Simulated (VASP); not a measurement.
# Mo (P6/mmm) in VASP: notebook, part 2 of 2

VASP 6.6.1.

## 3. Single point, PBEsol

The input, INCAR:

```
SYSTEM = Mo
PREC = Accurate
ENCUT = 520
EDIFF = 1E-6
ISMEAR = -1
SIGMA = 0.3
LREAL = .False.
LASPH = .True.
NELM = 100
ALGO = Normal
ISIF = 2
LWAVE = .False.
LCHARG = .False.
GGA = PS
NBANDS = 13
```

The input, KPOINTS:

```
Automatic mesh
0
Gamma
  4 4 4
  0 0 0
```

The input, POSCAR:

```
Mo
1.0
    2.7355104000      0.0000000000      0.0000000000
   -1.3677552000      2.3690215000      0.0000000000
    0.0000000000      0.0000000000      2.5551807000
Mo
1
Direct
    0.0000000000      0.0000000000      0.5000000000
```

Potentials or basis: VASP PAW PBE potentials, release 64 (Mo_sv).

Launch:

```console
$ cat potpaw_PBE.64/Mo_sv/POTCAR > POTCAR
$ mpirun -np 1 vasp_std > vasp.out
```

OUTCAR:

```text
SYSTEM = Mo
   PREC = Accurate
   ENCUT = 520
   EDIFF = 1E-6
   ISMEAR = -1
   LREAL = .False.
   LASPH = .True.
   NELM = 100
   ISIF = 2
   GGA = PS

 ion  position               nearest neighbor table
   1  0.000  0.000  0.500-

  LATTYP: Found a hexagonal cell.
 ALAT       =     2.7355104000
 C/A-ratio  =     0.9340782254

  Lattice vectors:

 A1 = (   2.7355104000,   0.0000000000,   0.0000000000)
 A2 = (  -1.3677552000,   2.3690215000,   0.0000000000)
 A3 = (   0.0000000000,   0.0000000000,   2.5551807000)

Analysis of symmetry for initial positions (statically):
=====================================================================
 Subroutine PRICEL returns:
 Original cell was already a primitive cell.

 Routine SETGRP: Setting up the symmetry group for a
 hexagonal supercell.

 Subroutine GETGRP returns: Found 24 space group operations
 (whereof 24 operations were pure point group operations)
 out of a pool of 24 trial point group operations.

The static configuration has the point symmetry D_6h.

Analysis of symmetry for dynamics (positions and initial velocities):
=====================================================================
 Subroutine PRICEL returns:
 Original cell was already a primitive cell.

 Routine SETGRP: Setting up the symmetry group for a
 hexagonal supercell.

 Subroutine GETGRP returns: Found 24 space group operations
 (whereof 24 operations were pure point group operations)
 out of a pool of 24 trial point group operations.

The dynamic configuration has the point symmetry D_6h.

 Subroutine INISYM returns: Found 24 space group operations
 (whereof 24 operations are pure point group operations),
 and found     1 'primitive' translations

----------------------------------------------------------------------------------------

                                     Primitive cell

  volume of cell :      16.5588
[... 98 lines left out ...]
   LORBIT       =      0    0 simple, 1 ext, 2 COOP (PROOUT), +10 PAW based schemes
   GGA     = PS    functional components
   LHFCALC =     F    Hartree Fock is set to
   AEXX    =    0.0000 exact exchange contribution
   IVDW    =     0    specifies the selected vdW correction
   LEPSILON=     F    determine dielectric tensor
   LRPA    =     F    only Hartree local field effects (RPA)
 non-spin polarized calculation
  energy-cutoff  :      520.00
  volume of cell :       16.56
 maximum number of plane-waves:       454
   NGX = 11   NGY = 11   NGZ =  9

 number of electron      14.0000002 magnetization

 Free energy of the ion-electron system (eV)
  ---------------------------------------------------
  ext. energy  EPLUGINS =         0.00000000
  ---------------------------------------------------
  free energy    TOTEN  =       -10.67599573 eV

  energy without entropy =      -10.23860632  energy(sigma->0) =      -10.45730102

 E-fermi :  11.5727     XC(G=0): -13.1044

 val. band max:       11.4423139086   @ k =   0.0000   0.0000   0.5000
 cond. band min:      11.5877982761   @ k =   0.2500   0.0000   0.5000
 fundamental gap:      0.1454843675
 Fermi energy:        11.5726825209

 k-point     1 :       0.0000    0.0000    0.0000
  band No.  band energies     occupation
      1     -49.4029      2.00000
      2     -22.7036      2.00000
      3     -22.7036      2.00000
      4     -22.6706      2.00000
      5       4.6102      2.00000
      6       7.1486      2.00000
      7      10.6121      1.92181
      8      10.6121      1.92181
      9      15.6176      0.00000
     10      15.6176      0.00000
     11      24.4591      0.00000
     12      27.1818      0.00000
     13      31.9120      0.00000
[... 162 lines left out ...]
  band No.  band energies     occupation
      1     -48.9439      2.00000
      2     -24.1301      2.00000
      3     -23.6003      2.00000
      4     -23.1094      2.00000
      5       6.8306      2.00000
      6       9.2495      1.99913
      7      10.1796      1.98094
      8      11.8285      0.59769
      9      17.2678      0.00000
     10      20.3417      0.00000
     11      22.0836      0.00000
     12      25.3777      0.00000
     13      29.0225      0.00000

------------------------ aborting loop because EDIFF is reached ----------------------------------------

  FORCE on cell =-STRESS in cart. coord.  units (eV):
  Direction    XX          YY          ZZ          XY          YZ          ZX
  --------------------------------------------------------------------------------------
  -------------------------------------------------------------------------------------
  Total        0.3501472      0.3501472      0.7147449      0.0000000     -0.0000000     -0.0000000
  in kB       33.8791253     33.8791253     69.1564452      0.0000000     -0.0000000     -0.0000000
  external PRESSURE =      45.6382319 kB  Pullay stress =       0.0000000 kB

 VOLUME and BASIS-vectors are now :
 -----------------------------------------------------------------------------
  energy-cutoff  :      520.00
  volume of cell :       16.56
      direct lattice vectors                 reciprocal lattice vectors
     2.735510400  0.000000000  0.000000000     0.365562492  0.211057603  0.000000000
    -1.367755200  2.369021500  0.000000000     0.000000000  0.422115207  0.000000000
     0.000000000  0.000000000  2.555180700     0.000000000  0.000000000  0.391361754

 POSITION                                       TOTAL-FORCE (eV/Angst)
 -----------------------------------------------------------------------------------
      0.00000      0.00000      1.27759         0.000000      0.000000      0.000000
 -----------------------------------------------------------------------------------
    total drift:                               -0.000000      0.000000     -0.000000

  FREE ENERGIE OF THE ION-ELECTRON SYSTEM (eV)
  ---------------------------------------------------
  free  energy   TOTEN  =       -10.6759957345 eV

  energy  without entropy=      -10.2386063151  energy(sigma->0) =      -10.45730102
```

Run time: 5.7 s. Hardware: 1 thread of Intel Xeon 8259CL, shared host; peak memory 0.12 GiB.

Results:

- Free energy: -10.6760 eV
- Pressure: 4.6 GPa
- Band gap on the k mesh: zero (band 7 reaches 12.46 eV, above the bottom of band 8 at 10.61 eV)

Stress tensor (GPa, compression positive):
```
3.39 0.00 0.00
0.00 3.39 0.00
0.00 0.00 6.92
```

Levels at points of the mesh, in eV from the Fermi level:
| k point | band 3 | band 4 | band 5 | band 6 | band 7 | band 8 | band 9 | band 10 | band 11 | band 12 |
| --- | --- | --- | --- | --- | --- | --- | --- | --- | --- | --- |
| (0.00, 0.00, 0.00) | -34.28 | -34.24 | -6.96 | -4.42 | -0.96 | -0.96 | 4.04 | 4.04 | 12.89 | 15.61 |
| (0.50, 0.00, 0.00) | -34.60 | -34.09 | -5.02 | -3.27 | 0.89 | 0.89 | 3.37 | 4.39 | 10.07 | 13.27 |
| (0.00, 0.00, 0.50) | -34.11 | -34.11 | -3.81 | -0.16 | -0.13 | -0.13 | 0.70 | 0.70 | 9.98 | 16.02 |
| (0.50, 0.00, 0.50) | -35.41 | -34.42 | -5.48 | -3.46 | -0.58 | 4.75 | 6.00 | 6.21 | 7.15 | 16.02 |

Caveat: the k points lie up to 0.66 Å⁻¹ apart; the PAW data sets were made with another functional, which shifts forces and pressure a little.

## 4. Single point, PBEsol

The input, INCAR:

```
ALGO = Normal
EDIFF = 1E-6
ENCUT = 520
GGA = PS
ISIF = 2
ISMEAR = -1
LASPH = T
LCHARG = F
LREAL = F
LWAVE = F
NBANDS = 13
NELM = 60
PREC = Accurate
SIGMA = 0.3
```

The input, KPOINTS:

```
k-points
0
Gamma
  5 5 5
```

POSCAR is that of step 3.

Potentials or basis: VASP PAW PBE potentials, release 64 (Mo_sv).

Launch:

```console
$ cat potpaw_PBE.64/Mo_sv/POTCAR > POTCAR
$ mpirun -np 1 vasp_std > vasp.out
```

OUTCAR:

```text
EDIFF = 1E-6
   ENCUT = 520
   GGA = PS
   ISIF = 2
   ISMEAR = -1
   LASPH = T
   LREAL = F
   NELM = 60
   PREC = Accurate

 ion  position               nearest neighbor table
   1  0.000  0.000  0.500-

  LATTYP: Found a hexagonal cell.
 ALAT       =     2.7355104000
 C/A-ratio  =     0.9340782254

  Lattice vectors:

 A1 = (   2.7355104000,   0.0000000000,   0.0000000000)
 A2 = (  -1.3677552000,   2.3690215000,   0.0000000000)
[... 406 lines left out ...]
     11      22.2459      0.00000
     12      26.1241      0.00000
     13      28.0395      0.00000

------------------------ aborting loop because EDIFF is reached ----------------------------------------

  FORCE on cell =-STRESS in cart. coord.  units (eV):
  Direction    XX          YY          ZZ          XY          YZ          ZX
  --------------------------------------------------------------------------------------
  -------------------------------------------------------------------------------------
  Total       -0.0425434     -0.0425434      0.0783502     -0.0000000      0.0000000      0.0000000
  in kB       -4.1163680     -4.1163680      7.5809137     -0.0000000      0.0000000      0.0000000
  external PRESSURE =      -0.2172741 kB  Pullay stress =       0.0000000 kB

 VOLUME and BASIS-vectors are now :
 -----------------------------------------------------------------------------
  energy-cutoff  :      520.00
  volume of cell :       16.56
      direct lattice vectors                 reciprocal lattice vectors
     2.735510400  0.000000000  0.000000000     0.365562492  0.211057603  0.000000000
    -1.367755200  2.369021500  0.000000000     0.000000000  0.422115207  0.000000000
     0.000000000  0.000000000  2.555180700     0.000000000  0.000000000  0.391361754

 POSITION                                       TOTAL-FORCE (eV/Angst)
 -----------------------------------------------------------------------------------
      0.00000      0.00000      1.27759         0.000000      0.000000      0.000000
 -----------------------------------------------------------------------------------
    total drift:                                0.000000      0.000000     -0.000000

  FREE ENERGIE OF THE ION-ELECTRON SYSTEM (eV)
  ---------------------------------------------------
  free  energy   TOTEN  =       -11.0457130626 eV

  energy  without entropy=      -10.7341673959  energy(sigma->0) =      -10.88994023
```

stdout:

```text
POSCAR found type information on POSCAR Mo
 POSCAR found :  1 types and       1 ions
 scaLAPACK will be used
 -----------------------------------------------------------------------------
|                                                                             |
|                                                                             |
|     You enforced a specific xc type in the INCAR file but a different       |
|     I HOPE YOU KNOW WHAT YOU ARE DOING!                                     |
|                                                                             |
 -----------------------------------------------------------------------------

 LDA part: xc-table for (Slater+PW92), standard interpolation
 POSCAR, INCAR and KPOINTS ok, starting setup
 FFT: planning ... GRIDC
 FFT: planning ... GRID_SOFT
 FFT: planning ... GRID
 WAVECAR not read
 entering main loop
```

It took 5.6 s on 1 thread of Intel Xeon 8259CL, shared host; peak memory 0.12 GiB.

What came out:

| Item | Value |
| --- | --- |
| Free energy | -11.0457 eV |
| Pressure | 0.0 GPa |
| Band gap on the k mesh | zero (band 7 reaches 11.67 eV, above the bottom of band 8 at 10.53 eV) |

Levels at points of the mesh, in eV from the Fermi level:
| k point | band 3 | band 4 | band 5 | band 6 | band 7 | band 8 | band 9 | band 10 | band 11 | band 12 |
| --- | --- | --- | --- | --- | --- | --- | --- | --- | --- | --- |
| (0.00, 0.00, 0.00) | -34.17 | -34.05 | -6.76 | -4.18 | -0.84 | -0.84 | 4.22 | 4.22 | 13.04 | 15.79 |

Caveat: the k points lie up to 0.53 Å⁻¹ apart; the PAW data sets were made with another functional, which shifts forces and pressure a little.

## 5. Summary

```tsv
k mesh	gap on the mesh (eV)	pressure (GPa)
3 × 3 × 3	none	2.6
4 × 4 × 4	none	4.6
5 × 5 × 5	none	0.0
```

Alike in all rows: task single point; level PBEsol; potentials or basis VASP PAW PBE potentials, release 64 (Mo_sv); no spin polarisation; cell as given; cutoff (eV) 520; smearing fermi-dirac 0.3 eV.

Caveats: all runs use coarse meshes; the PAW data sets were made with another functional, which shifts forces and pressure a little.

Absolute energies hang on the potentials; compare differences alone.
